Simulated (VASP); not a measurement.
**W: single point with PBE**

W:

```
W
1.0
    -1.59178    1.59178    1.59178
     1.59178   -1.59178    1.59178
     1.59178    1.59178   -1.59178
W
1
Cartesian
  0.0000 0.0000 0.0000
```

```
Program             : VASP 6.6.1
Task                : single point
Functional          : PBE
Potentials or basis : VASP PAW PBE potentials, release 64 (W_sv)
Cutoff              : 520 eV
k mesh              : 18 × 18 × 18
Occupations         : gaussian, width 0.1 eV
Spin                : non-collinear spin, zero start, spin-orbit coupling
Starting moments    : [[0.0, 0.0, 0.0]] μB
```

| Item | Value |
| --- | --- |
| Pressure | 1.5 GPa |
| Net moment | 0.00 μB per cell |
| Valence electrons inside the program's atomic spheres | W 12.07 |

Moments on the atoms (μB; x, y, z):
```
W   0.00 0.00 0.00
```

It took 78 s on 1 thread of AMD EPYC 9R45 96-Core Processor (Zen 5) (shared host), peak memory 0.24 GiB.
